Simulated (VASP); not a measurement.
# Ga8H (I4/mmm) in VASP: further runs

The runs below take Ga8H through single point, with PBE.

All numbers are computed with VASP 6.6.1; they aren't measurements. Logs are shortened: lines on timing, memory, paths and dates and some standing lists are left out, and cuts for length are marked.

## (1) The cell of the first run

Symmetry: I4/mmm, No. 139, tetragonal system. Conventional cell: a = 6.023 Å, b = 6.023 Å, c = 8.576 Å, α = 90.00°, β = 90.00°, γ = 90.00°. Within 3.0 Å of Ga (site symmetry 4mm) lie 1 H at 2.25 Å and 4 Ga at 2.96 Å. Within 2.8 Å of Ga (site symmetry m2m) lie 1 H at 2.11 Å. Ga (site symmetry -4m2) has 12 Ga at 3.01 to 3.02 Å and 4 H at 3.70 Å within 4.0 Å. Within 2.8 Å of H (site symmetry 4/mmm) lie 6 Ga at 2.11 to 2.25 Å.

## (2) Single point, PBE

Contents of INCAR:

```
SYSTEM = Ga8H
PREC = Accurate
ENCUT = 520
EDIFF = 1E-6
ISMEAR = 0
SIGMA = 0.1
LREAL = .False.
LASPH = .True.
NELM = 60
ALGO = Fast
ISIF = 2
LWAVE = .False.
LCHARG = .False.
GGA = PE
NBANDS = 62
```

Contents of KPOINTS:

```
Automatic mesh
0
Gamma
  6 6 6
  0 0 0
```

Contents of POSCAR:

```
Ga8H
1.0
   -3.0113576556      3.0113576556      4.2879507503
    3.0113576556     -3.0113576556      4.2879507503
    3.0113576556      3.0113576556     -4.2879507503
Ga H
8 1
Direct
   -0.0128896670     -0.0128896670      0.0000000000
    0.0027104121      0.0027104121      0.5054208243
    0.0027104121      0.4972895879      0.0000000000
    0.0000000000      0.5000000000      0.5000000000
    0.4972895879      0.0027104121      0.0000000000
    0.5000000000      0.0000000000      0.5000000000
    0.5128896670      0.5128896670      0.0000000000
    0.4972895879      0.4972895879      0.4945791757
    0.2500000000      0.2500000000      0.0000000000
```

Potentials or basis: VASP PAW PBE potentials, release 64 (Ga_d, H).

The run is started by

```console
$ cat potpaw_PBE.64/Ga_d/POTCAR potpaw_PBE.64/H/POTCAR > POTCAR
$ mpirun -np 1 vasp_std > vasp.out
```

OUTCAR:

```text
SYSTEM = Ga8H
   PREC = Accurate
   ENCUT = 520
   EDIFF = 1E-6
   ISMEAR = 0
   LREAL = .False.
   LASPH = .True.
   NELM = 60
   ISIF = 2
   GGA = PE

 ion  position               nearest neighbor table
   1  0.987  0.987  0.000-
   2  0.003  0.003  0.505-
   3  0.003  0.497  0.000-
   4  0.000  0.500  0.500-
   5  0.497  0.003  0.000-
   6  0.500  0.000  0.500-
   7  0.513  0.513  0.000-
   8  0.497  0.497  0.495-
   9  0.250  0.250  0.000-

  LATTYP: Found a body centered tetragonal cell.
 ALAT       =     6.0227153112
 C/A-ratio  =     1.4239260960

  Lattice vectors:

 A1 = (  -3.0113576556,   3.0113576556,   4.2879507503)
 A2 = (   3.0113576556,  -3.0113576556,   4.2879507503)
 A3 = (   3.0113576556,   3.0113576556,  -4.2879507503)

Analysis of symmetry for initial positions (statically):
=====================================================================
 Subroutine PRICEL returns:
 Original cell was already a primitive cell.

 Routine SETGRP: Setting up the symmetry group for a
 body centered tetragonal supercell.

 Subroutine GETGRP returns: Found 16 space group operations
 (whereof  8 operations were pure point group operations)
 out of a pool of 16 trial point group operations.

The static configuration has the point symmetry C_4v.
 The point group associated with its full space group is D_4h.

Analysis of symmetry for dynamics (positions and initial velocities):
=====================================================================
 Subroutine PRICEL returns:
 Original cell was already a primitive cell.

 Routine SETGRP: Setting up the symmetry group for a
 body centered tetragonal supercell.

 Subroutine GETGRP returns: Found 16 space group operations
 (whereof  8 operations were pure point group operations)
 out of a pool of 16 trial point group operations.

The dynamic configuration has the point symmetry C_4v.
 The point group associated with its full space group is D_4h.

 Subroutine INISYM returns: Found 16 space group operations
 (whereof  8 operations are pure point group operations),
 and found     1 'primitive' translations

----------------------------------------------------------------------------------------

                                     Primitive cell

  volume of cell :     155.5373

  direct lattice vectors                    reciprocal lattice vectors
    -3.011357656  3.011357656  4.287950750     0.000000000  0.166038066  0.116605817
     3.011357656 -3.011357656  4.287950750     0.166038066  0.000000000  0.116605817
     3.011357656  3.011357656 -4.287950750     0.166038066  0.166038066  0.000000000

  length of vectors
     6.043432096  6.043432096  6.043432096     0.202892966  0.202892966  0.234813284

  position of ions in fractional coordinates (direct lattice)
     0.987110333  0.987110333  0.000000000
     0.002710412  0.002710412  0.505420824
     0.002710412  0.497289588  0.000000000
     0.000000000  0.500000000  0.500000000
     0.497289588  0.002710412  0.000000000
     0.500000000  0.000000000  0.500000000
     0.512889667  0.512889667  0.000000000
     0.497289588  0.497289588  0.494579176
     0.250000000  0.250000000  0.000000000

  ion indices of the primitive-cell ions
   primitive index   ion index
                 1           1
                 2           2
                 3           3
                 4           4
                 5           5
                 6           6
                 7           7
                 8           8
                 9           9

----------------------------------------------------------------------------------------

 KPOINTS: Automatic mesh

Automatic generation of k-mesh.
 Grid dimensions read from file:
 generate k-points for:    6    6    6

 Generating k-lattice:

  Cartesian coordinates                     Fractional coordinates (reciprocal lattice)
     0.000000000  0.027673011  0.019434303     0.166666667  0.000000000  0.000000000
     0.027673011  0.000000000  0.019434303     0.000000000  0.166666667  0.000000000
     0.027673011  0.027673011  0.000000000     0.000000000  0.000000000  0.166666667

  Length of vectors
     0.033815494  0.033815494  0.039135547

  Shift w.r.t. Gamma in fractional coordinates (k-lattice)
     0.000000000  0.000000000  0.000000000

 Subroutine IBZKPT returns following result:
 ===========================================

 Found     30 irreducible k-points:

 Following reciprocal coordinates:
            Coordinates               Weight
  0.000000  0.000000  0.000000      1.000000
  0.166667  0.000000  0.000000      8.000000
  0.333333  0.000000  0.000000      8.000000
  0.500000  0.000000 -0.000000      4.000000
  0.166667  0.166667  0.000000      8.000000
  0.333333  0.166667  0.000000     16.000000
[... 16 lines left out ...]
 -0.333333 -0.333333  0.166667      8.000000
 -0.166667 -0.333333  0.166667      8.000000
 [... further k-points ...]
   k-points           NKPTS =     30   k-points in BZ     NKDIM =     30   number of bands    NBANDS=     62
   number of dos      NEDOS =    301   number of ions     NIONS =      9
   total plane-waves  NPLWV = 110592
   dimension x,y,z NGX =    48 NGY =   48 NGZ =   48
   dimension x,y,z NGXF=    96 NGYF=   96 NGZF=   96
   ions per type =               8   1
   NGX,Y,Z   is equivalent  to a cutoff of  13.20, 13.20, 13.20 a.u.
   NGXF,Y,Z  is equivalent  to a cutoff of  26.41, 26.41, 26.41 a.u.
 SYSTEM =  Ga8H
   PREC   = accura    normal or accurate (medium, high low for compatibility)
   ISTART =      0    job   : 0-new  1-cont  2-samecut
   ICHARG =      2    charge: 1-file 2-atom 10-const
   ISPIN  =      1    spin polarized calculation?
   LNONCOLLINEAR =      F non collinear calculations
   LSORBIT =      F    spin-orbit coupling
   LASPH  =      T    aspherical Exc in radial PAW
   ENCUT  =  520.0 eV  38.22 Ry    6.18 a.u.  11.24 11.24 11.24*2*pi/ulx,y,z
   NELM   =     60;   NELMIN=  2; NELMDL= -5     # of ELM steps
   EDIFF  = 0.1E-05   stopping-criterion for ELM
   LREAL  =      F    real-space projection
   EDIFFG = 0.1E-04   stopping-criterion for IOM
   NSW    =      0    number of steps for IOM
   IBRION =     -1    ionic relax: 0-MD 1-quasi-New 2-CG
   NFREE  =      0    steps in history (QN), initial steepest desc. (CG)
   ISIF   =      2    stress and relaxation
   ISYM   =      2    0-nonsym 1-usesym 2-fastsym
   POTIM  = 0.5000    time-step for ionic-motion
   TEBEG  =    0.0;   TEEND  =   0.0 temperature during run
   PSTRESS=    0.0 pullay stress
   NELECT =     105.0000    total number of electrons
   NUPDOWN=      -1.0000    fix difference up-down
   EMIN   =  10.00;   EMAX   =-10.00  energy-range for DOS
   EFERMI =   0.00;   METHOD = LEGACY
   ISMEAR =     0;   SIGMA  =   0.10  broadening in eV -4-tet -1-fermi 0-gaus
   EFERMI_NEDOS =   21; number of points for ismear=-14 and -15
   IALGO  =     68    algorithm
   IMIX   =      4    mixing-type and parameters
     AMIX     =   0.40;   BMIX     =  1.00
     AMIX_MAG =   1.60;   BMIX_MAG =  1.00
  volume/ion in A,a.u.               =      17.28       116.62
  Fermi-wavevector in a.u.,A,eV,Ry     =   1.436128  2.713888 28.061516  2.062463
  Thomas-Fermi vector in A             =   2.555350
   LORBIT       =      0    0 simple, 1 ext, 2 COOP (PROOUT), +10 PAW based schemes
   GGA     = PE    functional components
   LHFCALC =     F    Hartree Fock is set to
   AEXX    =    0.0000 exact exchange contribution
   IVDW    =     0    specifies the selected vdW correction
   LEPSILON=     F    determine dielectric tensor
   LRPA    =     F    only Hartree local field effects (RPA)
 non-spin polarized calculation
 RMM-DIIS sequential band-by-band and
 Gauss-broadening in eV      SIGMA  =   0.10
  energy-cutoff  :      520.00
  volume of cell :      155.54
 maximum number of plane-waves:      4239
 NGX is ok and might be reduce to    48
   NGX = 23   NGY = 23   NGZ = 23

 number of electron     105.0000021 magnetization

 Free energy of the ion-electron system (eV)
  ---------------------------------------------------
  ext. energy  EPLUGINS =         0.00000000
  ---------------------------------------------------
  free energy    TOTEN  =       -25.56345498 eV

  energy without entropy =      -25.55291639  energy(sigma->0) =      -25.55818569

 E-fermi :   5.3890     XC(G=0): -10.9634

 val. band max:        5.3725104104   @ k =   0.5000   0.5000   0.1667
 cond. band min:       5.3901773490   @ k =   0.5000   0.3333   0.0000
 fundamental gap:      0.0176669386
 Fermi energy:         5.3890426473

 k-point     1 :       0.0000    0.0000    0.0000
  band No.  band energies     occupation
      1      -9.6624      2.00000
      2      -9.6359      2.00000
      3      -9.6353      2.00000
      4      -9.6353      2.00000
      5      -9.5750      2.00000
      6      -9.5734      2.00000
[... 54 lines left out ...]
     61      10.2572      0.00000
     62      10.2572      0.00000

 k-point     2 :       0.1667    0.0000    0.0000
  band No.  band energies     occupation
      1      -9.6484      2.00000
      2      -9.6226      2.00000
      3      -9.6223      2.00000
      4      -9.6217      2.00000
      5      -9.5624      2.00000
      6      -9.5607      2.00000
[... 54 lines left out ...]
     61      10.4342      0.00000
     62      10.7505      0.00000

 k-point     3 :       0.3333    0.0000    0.0000
  band No.  band energies     occupation
      1      -9.6184      2.00000
      2      -9.5913      2.00000
      3      -9.5912      2.00000
      4      -9.5787      2.00000
      5      -9.5522      2.00000
      6      -9.5347      2.00000
[... 1354 lines left out ...]
     61       9.6939      0.00000
     62       9.8143      0.00000

 k-point    24 :      -0.1667   -0.3333    0.1667
  band No.  band energies     occupation
      1      -9.6168      2.00000
      2      -9.6041      2.00000
      3      -9.5848      2.00000
      4      -9.5791      2.00000
      5      -9.5411      2.00000
      6      -9.5311      2.00000
[... 54 lines left out ...]
     61      10.2892      0.00000
     62      10.8702      0.00000

 [... further k-points ...]
[... 5 lines left out ...]
  --------------------------------------------------------------------------------------
  -------------------------------------------------------------------------------------
  Total        0.1713014      0.1713014      0.2641334      0.0000000      0.0000000      0.0000000
  in kB        1.7645624      1.7645624      2.7208177      0.0000000      0.0000000      0.0000000
  external PRESSURE =       2.0833142 kB  Pullay stress =       0.0000000 kB

 VOLUME and BASIS-vectors are now :
 -----------------------------------------------------------------------------
  energy-cutoff  :      520.00
  volume of cell :      155.54
      direct lattice vectors                 reciprocal lattice vectors
    -3.011357656  3.011357656  4.287950750     0.000000000  0.166038066  0.116605817
     3.011357656 -3.011357656  4.287950750     0.166038066  0.000000000  0.116605817
     3.011357656  3.011357656 -4.287950750     0.166038066  0.166038066  0.000000000

 POSITION                                       TOTAL-FORCE (eV/Angst)
 -----------------------------------------------------------------------------------
      0.00000      0.00000      8.46536        -0.000000     -0.000000      0.017149
      1.52200      1.52200     -2.14398        -0.018318     -0.018318      0.000000
      1.48935     -1.48935      2.14398         0.018318     -0.018318     -0.000000
      3.01136      0.00000      0.00000        -0.000000     -0.000000     -0.000000
     -1.48935      1.48935      2.14398        -0.018318      0.018318     -0.000000
      0.00000      3.01136      0.00000        -0.000000     -0.000000     -0.000000
      0.00000      0.00000      4.39849        -0.000000     -0.000000     -0.017149
      1.48935      1.48935      2.14398         0.018318      0.018318     -0.000000
      0.00000      0.00000      2.14398        -0.000000     -0.000000     -0.000000
 -----------------------------------------------------------------------------------
    total drift:                               -0.000000      0.000000     -0.000000

  FREE ENERGIE OF THE ION-ELECTRON SYSTEM (eV)
  ---------------------------------------------------
  free  energy   TOTEN  =       -25.5634549810 eV

  energy  without entropy=      -25.5529163901  energy(sigma->0) =      -25.55818569
```

It took 9.7 min on 1 thread of Oxide Virtual Turin-like, shared host; peak memory 0.4 GiB.

Results:

```yaml
Free_energy: -25.5635 eV
Pressure: 0.2 GPa
Largest_force: 0.026 eV/Å
```

Forces in eV/Å, atoms in the order of the input:
```
Ga   0.000  0.000  0.017
Ga  -0.018 -0.018  0.000
Ga   0.018 -0.018  0.000
Ga   0.000  0.000  0.000
Ga  -0.018  0.018  0.000
Ga   0.000  0.000  0.000
Ga   0.000  0.000 -0.017
Ga   0.018  0.018  0.000
H    0.000  0.000  0.000
```

## (3) Single point, PBE

This run uses another cell than the first one, of 17.46 Å³/atom, 1.010 times its volume.

Contents of INCAR:

```
PREC     = Accurate       # precision mode
ENCUT    = 520            # plane-wave cutoff, eV
EDIFF    = 1E-6           # SCF threshold, eV
ISMEAR   = 0              # smearing method
SIGMA    = 0.1            # smearing width, eV
LREAL    = F              # projectors in reciprocal space
LASPH    = T              # aspherical terms in the spheres
NELM     = 80             # most SCF steps
ALGO     = Fast           # electronic algorithm
ISIF     = 2              # what is computed and relaxed
LWAVE    = F              # write WAVECAR
LCHARG   = F              # write CHGCAR
GGA      = PE             # functional
NBANDS   = 62             # bands
```

Contents of KPOINTS:

```
regular mesh
0
Gamma
  8 8 8
```

Contents of POSCAR:

```
Ga8H
1.0
   -3.0044755729      3.0044755729      4.3518456187
    3.0044755729     -3.0044755729      4.3518456187
    3.0044755729      3.0044755729     -4.3518456187
Ga H
8 1
Direct
   -0.0037762190     -0.0037762190      0.0000000000
   -0.0022326848     -0.0022326848      0.4955346304
   -0.0022326848      0.5022326848      0.0000000000
    0.0000000000      0.5000000000      0.5000000000
    0.5022326848     -0.0022326848      0.0000000000
    0.5000000000      0.0000000000      0.5000000000
    0.5037762190      0.5037762190      0.0000000000
    0.5022326848      0.5022326848      0.5044653696
    0.2500000000      0.2500000000      0.0000000000
```

Potentials or basis: VASP PAW PBE potentials, release 64 (Ga_d, H).

The run is started by

```console
$ cat potpaw_PBE.64/Ga_d/POTCAR potpaw_PBE.64/H/POTCAR > POTCAR
$ mpirun -np 1 vasp_std > vasp.out
```

Wall time 16 min (1 thread of Oxide Virtual Turin-like, shared host); peak memory 0.54 GiB.

It converged, with:

```
Free energy   : -25.5021 eV
Pressure      : 0.1 GPa
Largest force : 0.005 eV/Å
```

Forces in eV/Å, atoms in the order of the input:
```
Ga   0.000  0.000 -0.005
Ga  -0.003 -0.003  0.000
Ga   0.003 -0.003  0.000
Ga   0.000  0.000  0.000
Ga  -0.003  0.003  0.000
Ga   0.000  0.000  0.000
Ga   0.000  0.000  0.005
Ga   0.003  0.003  0.000
H    0.000  0.000  0.000
```

Levels at points of the mesh, in eV from the Fermi level:
```csv
k point,band 48,band 49,band 50,band 51,band 52,band 53,band 54,band 55,band 56,band 57
"(0.00, 0.00, 0.00)",-3.82,-3.82,-2.98,-2.72,-2.52,-2.45,-2.45,-2.34,4.03,4.41
"(0.50, 0.00, 0.00)",-5.06,-2.07,-0.96,-0.85,-0.75,-0.70,-0.64,2.05,3.00,3.11
"(0.50, 0.50, 0.00)",-1.83,-1.33,-0.51,-0.33,-0.24,-0.04,1.41,1.50,1.72,1.85
"(0.50, 0.50, 0.50)",-1.64,-1.48,-0.36,-0.36,-0.16,-0.16,1.36,1.47,1.47,1.52
```
